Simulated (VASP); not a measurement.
# ScAl3N4 (P1) in VASP: single point with LDA

Aim: the single point of ScAl3N4 with LDA.

Program: VASP 6.6.1. These are calculated values, not measurements. Logs are shortened: lines on timing, memory, paths and dates and some standing lists are left out, and cuts for length are marked.

## Step 1: The cell of the first run

The typed cell holds 16 atoms: a = 5.548 Å, b = 5.822 Å, c = 6.473 Å, α = 106.12°, β = 89.98°, γ = 118.32°.

## Step 2: Single point, LDA

Input file INCAR:

```
SYSTEM = ScAl3N4
PREC = Accurate ; ENCUT = 600
EDIFF = 1E-6 ; ISMEAR = 0
SIGMA = 0.02 ; LREAL = .FALSE.
LASPH = .TRUE. ; NELM = 120
ALGO = Normal ; ISIF = 2
LWAVE = .FALSE. ; LCHARG = .TRUE.
GGA = CA ; LELF = .TRUE.
LVHAR = .TRUE. ; NBANDS = 54
GGA_COMPAT = .FALSE.
```

Input file KPOINTS:

```
regular mesh
0
G
  6 6 4
  0 0 0
```

Input file POSCAR:

```
ScAl3N4
1.0
    4.8052705111     -2.7733766106     -0.0071345186
   -3.2058220625     -0.0169330494     -4.8598131140
    3.2373037139      5.6052829222     -0.0013837669
Sc Al N
2 6 8
Direct
    0.3512875253      0.0394327456      0.0020810798
    0.9430134195      0.5290588401      0.1344387461
    0.8196342383     -0.0103758121      0.2549036443
    0.3353388004      0.0010076633      0.5074170827
    0.8405538944      0.0049477523      0.7427281139
    0.4066670020      0.4897691794      0.3864526383
    0.9177018359      0.4995091207      0.6248268873
    0.4203846263      0.5157757287      0.8657432145
    0.5983037457      0.5891315962      0.1510391918
    0.1544376353      0.6161062953      0.4273412671
    0.6486578716      0.6143114900      0.6490143014
    0.1488152803      0.6196329864      0.8844802452
    0.7516852162      0.1038647604      0.0259238386
    0.1993820645      0.0908747653      0.2933738588
    0.7160875618      0.1102187602      0.5272160587
    0.2200492821      0.1307341284      0.7590198315
```

Potentials or basis: VASP PAW LDA potentials, release 64 (Sc_sv, Al, N).

Started as:

```console
> cat potpaw_LDA.64/Sc_sv/POTCAR potpaw_LDA.64/Al/POTCAR potpaw_LDA.64/N/POTCAR > POTCAR
> mpirun -np 1 vasp_std > vasp.out
```

OUTCAR:

```text
SYSTEM = ScAl3N4
   PREC = Accurate
   ENCUT = 600
   EDIFF = 1E-6
   ISMEAR = 0
   LREAL = .FALSE.
   LASPH = .TRUE.
   NELM = 120
   ISIF = 2
   GGA = CA

 ion  position               nearest neighbor table
   1  0.351  0.039  0.002-  16 2.03  12 2.04  13 2.07  14 2.07   6 2.96   8 2.99   2 3.07   2 3.12
                             8 3.14   4 3.15   5 3.19   7 3.19   3 3.24   5 3.25   3 3.30   4 3.34
   2  0.943  0.529  0.134-  12 2.03  10 2.03  13 2.07   9 2.10   4 2.96   3 2.97   1 3.07   1 3.12
                             6 3.18   5 3.18   8 3.19   3 3.20   7 3.23   7 3.25   6 3.34   8 3.34
   3  0.820  0.990  0.255-  13 1.89  14 1.89  15 1.90   9 1.95   2 2.97   8 3.03   7 3.06   6 3.07
                             6 3.08   5 3.13   4 3.16   2 3.20   1 3.24   4 3.26   1 3.30   5 3.34
   4  0.335  0.001  0.507-  16 1.85  10 1.88  14 1.88  15 1.89   2 2.96   6 3.01   7 3.05   7 3.05
                             8 3.06   6 3.07   1 3.15   5 3.15   3 3.16   5 3.18   3 3.26   1 3.34
   5  0.841  0.005  0.743-  16 1.86  11 1.90  13 1.90  15 1.92   7 3.02   8 3.02   7 3.06   6 3.07
                             8 3.07   3 3.13   4 3.15   4 3.18   2 3.18   1 3.19   1 3.25   3 3.34
   6  0.407  0.490  0.386-  10 1.85  11 1.90   9 1.92  14 1.94   1 2.96   4 3.01   8 3.06   5 3.07
                             3 3.07   4 3.07   3 3.08   7 3.14   2 3.18   7 3.20   2 3.34
   7  0.918  0.500  0.625-  10 1.86  12 1.86  15 1.89  11 1.89   5 3.02   4 3.05   4 3.05   3 3.06
                             5 3.06   6 3.14   8 3.14   1 3.19   8 3.20   6 3.20   2 3.23   2 3.25
   8  0.420  0.516  0.866-  12 1.86  16 1.87  11 1.91   9 1.93   1 2.99   5 3.02   3 3.03   4 3.06
                             6 3.06   5 3.07   1 3.14   7 3.14   2 3.19   7 3.20   2 3.34
   9  0.598  0.589  0.151-   6 1.92   8 1.93   3 1.95   2 2.10
  10  0.154  0.616  0.427-   6 1.85   7 1.86   4 1.88   2 2.03
  11  0.649  0.614  0.649-   7 1.89   6 1.90   5 1.90   8 1.91
  12  0.149  0.620  0.884-   7 1.86   8 1.86   2 2.03   1 2.04
  13  0.752  0.104  0.026-   3 1.89   5 1.90   1 2.07   2 2.07
  14  0.199  0.091  0.293-   4 1.88   3 1.89   6 1.94   1 2.07
  15  0.716  0.110  0.527-   4 1.89   7 1.89   3 1.90   5 1.92
  16  0.220  0.131  0.759-   4 1.85   5 1.86   8 1.87   1 2.03

  LATTYP: Found a triclinic cell.
 ALAT       =     5.8219726320
 B/A-ratio  =     0.9529724096
 C/A-ratio  =     1.1118172292
 COS(alpha) =     0.0002943039
 COS(beta)  =     0.2777307696
 COS(gamma) =     0.4743829293

  Lattice vectors:

 A1 = (   3.2058220625,   0.0169330494,   4.8598131140)
 A2 = (   4.8052705111,  -2.7733766106,  -0.0071345186)
 A3 = (   3.2373037139,   5.6052829222,  -0.0013837669)

Analysis of symmetry for initial positions (statically):
=====================================================================
 Subroutine PRICEL returns:
 Original cell was already a primitive cell.

 Routine SETGRP: Setting up the symmetry group for a
 triclinic supercell.

 Subroutine GETGRP returns: Found  1 space group operations
 (whereof  1 operations were pure point group operations)
 out of a pool of  2 trial point group operations.

The static configuration has the point symmetry C_1 .

Analysis of symmetry for dynamics (positions and initial velocities):
=====================================================================
 Subroutine PRICEL returns:
 Original cell was already a primitive cell.

 Routine SETGRP: Setting up the symmetry group for a
 triclinic supercell.

 Subroutine GETGRP returns: Found  1 space group operations
 (whereof  1 operations were pure point group operations)
 out of a pool of  2 trial point group operations.

The dynamic configuration has the point symmetry C_1 .

 Subroutine INISYM returns: Found  1 space group operations
 (whereof  1 operations are pure point group operations),
 and found     1 'primitive' translations

----------------------------------------------------------------------------------------

                                     Primitive cell

  volume of cell :     174.6715

  direct lattice vectors                    reciprocal lattice vectors
     4.805270511 -2.773376611 -0.007134519     0.155953619 -0.090095568 -0.102562372
    -3.205822062 -0.016933049 -4.859813114    -0.000250921  0.000094161 -0.205604035
     3.237303714  5.605282922 -0.001383767     0.077161827  0.133826011 -0.051366825

  length of vectors
     5.548179288  5.821972632  6.472969480     0.207262594  0.205604210  0.162794040

  position of ions in fractional coordinates (direct lattice)
     0.351287525  0.039432746  0.002081080
     0.943013419  0.529058840  0.134438746
[... 45 lines left out ...]
     0.025992270 -0.015015928 -0.017093729     0.166666667  0.000000000 -0.000000000
    -0.000041820  0.000015693 -0.034267339     0.000000000  0.166666667 -0.000000000
     0.019290457  0.033456503 -0.012841706     0.000000000  0.000000000  0.250000000

  Length of vectors
     0.034543766  0.034267368  0.040698510

  Shift w.r.t. Gamma in fractional coordinates (k-lattice)
     0.000000000  0.000000000  0.000000000

 Subroutine IBZKPT returns following result:
 ===========================================

 Found     76 irreducible k-points:

 Following reciprocal coordinates:
            Coordinates               Weight
  0.000000  0.000000  0.000000      1.000000
  0.166667  0.000000  0.000000      2.000000
  0.333333  0.000000  0.000000      2.000000
  0.500000  0.000000  0.000000      1.000000
 -0.000000  0.166667  0.000000      2.000000
  0.166667  0.166667  0.000000      2.000000
[... 16 lines left out ...]
  0.333333  0.000000  0.250000      2.000000
  0.500000  0.000000  0.250000      2.000000
 [... further k-points ...]
   k-points           NKPTS =     76   k-points in BZ     NKDIM =     76   number of bands    NBANDS=     54
   number of dos      NEDOS =    301   number of ions     NIONS =     16
   total plane-waves  NPLWV = 124416
   dimension x,y,z NGX =    48 NGY =   48 NGZ =   54
   dimension x,y,z NGXF=    96 NGYF=   96 NGZF=  108
   ions per type =               2   6   8
   NGX,Y,Z   is equivalent  to a cutoff of  14.38, 13.71, 13.87 a.u.
   NGXF,Y,Z  is equivalent  to a cutoff of  28.77, 27.41, 27.74 a.u.
 SYSTEM =  ScAl3N4
   PREC   = accura    normal or accurate (medium, high low for compatibility)
   ISTART =      0    job   : 0-new  1-cont  2-samecut
   ICHARG =      2    charge: 1-file 2-atom 10-const
   ISPIN  =      1    spin polarized calculation?
   LNONCOLLINEAR =      F non collinear calculations
   LSORBIT =      F    spin-orbit coupling
   LASPH  =      T    aspherical Exc in radial PAW
   ENCUT  =  600.0 eV  44.10 Ry    6.64 a.u.  11.08 11.63 12.93*2*pi/ulx,y,z
   NELM   =    120;   NELMIN=  2; NELMDL= -5     # of ELM steps
   EDIFF  = 0.1E-05   stopping-criterion for ELM
   LREAL  =      F    real-space projection
   EDIFFG = 0.1E-04   stopping-criterion for IOM
   NSW    =      0    number of steps for IOM
   IBRION =     -1    ionic relax: 0-MD 1-quasi-New 2-CG
   NFREE  =      0    steps in history (QN), initial steepest desc. (CG)
   ISIF   =      2    stress and relaxation
   ISYM   =      2    0-nonsym 1-usesym 2-fastsym
   POTIM  = 0.5000    time-step for ionic-motion
   TEBEG  =    0.0;   TEEND  =   0.0 temperature during run
   PSTRESS=    0.0 pullay stress
   NELECT =      80.0000    total number of electrons
   NUPDOWN=      -1.0000    fix difference up-down
   EMIN   =  10.00;   EMAX   =-10.00  energy-range for DOS
   EFERMI =   0.00;   METHOD = LEGACY
   ISMEAR =     0;   SIGMA  =   0.02  broadening in eV -4-tet -1-fermi 0-gaus
   EFERMI_NEDOS =   21; number of points for ismear=-14 and -15
   IALGO  =     38    algorithm
   IMIX   =      4    mixing-type and parameters
     AMIX     =   0.40;   BMIX     =  1.00
     AMIX_MAG =   1.60;   BMIX_MAG =  1.00
  volume/ion in A,a.u.               =      10.92        73.67
  Fermi-wavevector in a.u.,A,eV,Ry     =   1.261917  2.384678 21.666390  1.592435
  Thomas-Fermi vector in A             =   2.395352
   LORBIT       =      0    0 simple, 1 ext, 2 COOP (PROOUT), +10 PAW based schemes
   GGA     = CA    functional components
   LHFCALC =     F    Hartree Fock is set to
   AEXX    =    0.0000 exact exchange contribution
   IVDW    =     0    specifies the selected vdW correction
   LEPSILON=     F    determine dielectric tensor
   LRPA    =     F    only Hartree local field effects (RPA)
 non-spin polarized calculation
 Gauss-broadening in eV      SIGMA  =   0.02
  energy-cutoff  :      600.00
  volume of cell :      174.67
 maximum number of plane-waves:      5849
 NGX is ok and might be reduce to    48
   NGX = 23   NGY = 23   NGZ = 25

 number of electron      80.0000002 magnetization

 Free energy of the ion-electron system (eV)
  ---------------------------------------------------
  ext. energy  EPLUGINS =         0.00000000
  ---------------------------------------------------
  free energy    TOTEN  =      -136.56292306 eV

  energy without entropy =     -136.56292306  energy(sigma->0) =     -136.56292306

 E-fermi :   5.6216     XC(G=0): -11.3589

 val. band max:        5.3789744877   @ k =   0.0000   0.0000   0.0000
 cond. band min:       8.6311977787   @ k =   0.0000  -0.3333   0.2500
 fundamental gap:      3.2522232910
 Fermi energy:         5.6216253538

 k-point     1 :       0.0000    0.0000    0.0000
  band No.  band energies     occupation
      1     -40.9843      2.00000
      2     -40.8947      2.00000
      3     -20.3343      2.00000
      4     -20.1622      2.00000
      5     -20.1340      2.00000
      6     -20.0707      2.00000
[... 1309 lines left out ...]
     51      12.3670      0.00000
     52      12.4637      0.00000

 [... further k-points ...]

 [bands above 52 left out]

------------------------ aborting loop because EDIFF is reached ----------------------------------------

  FORCE on cell =-STRESS in cart. coord.  units (eV):
  Direction    XX          YY          ZZ          XY          YZ          ZX
  --------------------------------------------------------------------------------------
  -------------------------------------------------------------------------------------
  Total        0.8878432      0.8934651      0.7748938      0.0089037     -0.0054071      0.0066573
  in kB        8.1437571      8.1953249      7.1077269      0.0816696     -0.0495965      0.0610642
  external PRESSURE =       7.8156029 kB  Pullay stress =       0.0000000 kB

 VOLUME and BASIS-vectors are now :
 -----------------------------------------------------------------------------
  energy-cutoff  :      600.00
  volume of cell :      174.67
      direct lattice vectors                 reciprocal lattice vectors
     4.805270511 -2.773376611 -0.007134519     0.155953619 -0.090095568 -0.102562372
    -3.205822062 -0.016933049 -4.859813114    -0.000250921  0.000094161 -0.205604035
     3.237303714  5.605282922 -0.001383767     0.077161827  0.133826011 -0.051366825

 POSITION                                       TOTAL-FORCE (eV/Angst)
 -----------------------------------------------------------------------------------
      1.56835     -0.96326     -0.19414         0.007800      0.009609     -0.028935
      3.27059     -1.87072     -2.57804        -0.015834      0.013071     -0.015996
      1.59121     -0.86110     -4.81559         0.001494      0.003917      0.004800
      3.25083      1.91418     -0.00799         0.003134     -0.009417     -0.003817
      6.42766      1.83194     -0.03107        -0.008534      0.001012     -0.004051
      1.63510      1.03004     -2.38362         0.007681     -0.008722      0.006845
[... 8 lines left out ...]
      4.79441      0.96735     -0.54148         0.000577      0.002734      0.005552
      3.09546      3.64203     -0.63796        -0.048766     -0.024331     -0.006511
 -----------------------------------------------------------------------------------
    total drift:                                0.000227      0.000042     -0.000567

  FREE ENERGIE OF THE ION-ELECTRON SYSTEM (eV)
  ---------------------------------------------------
  free  energy   TOTEN  =      -136.5629230614 eV

  energy  without entropy=     -136.5629230614  energy(sigma->0) =     -136.56292306
```

Wall time 39 min (1 thread of Intel Xeon 8259CL, shared host); peak memory 0.74 GiB.

What came out:

```yaml
Free_energy: -136.5629 eV
Pressure: 0.8 GPa
Largest_force: 0.070 eV/Å
Band_gap_on_the_k_mesh: 3.25 eV (least direct gap 3.63 eV)
```

Forces in eV/Å, atoms in the order of the input:
```
Sc   0.008  0.010 -0.029
Sc  -0.016  0.013 -0.016
Al   0.001  0.004  0.005
Al   0.003 -0.009 -0.004
Al  -0.009  0.001 -0.004
Al   0.008 -0.009  0.007
Al  -0.010  0.004  0.001
Al   0.015 -0.003 -0.014
N   -0.042  0.022 -0.011
N    0.044  0.030 -0.007
N    0.004  0.000  0.006
N   -0.005 -0.057  0.036
N    0.047 -0.031  0.043
N    0.001  0.047 -0.011
N    0.001  0.003  0.006
N   -0.049 -0.024 -0.007
```
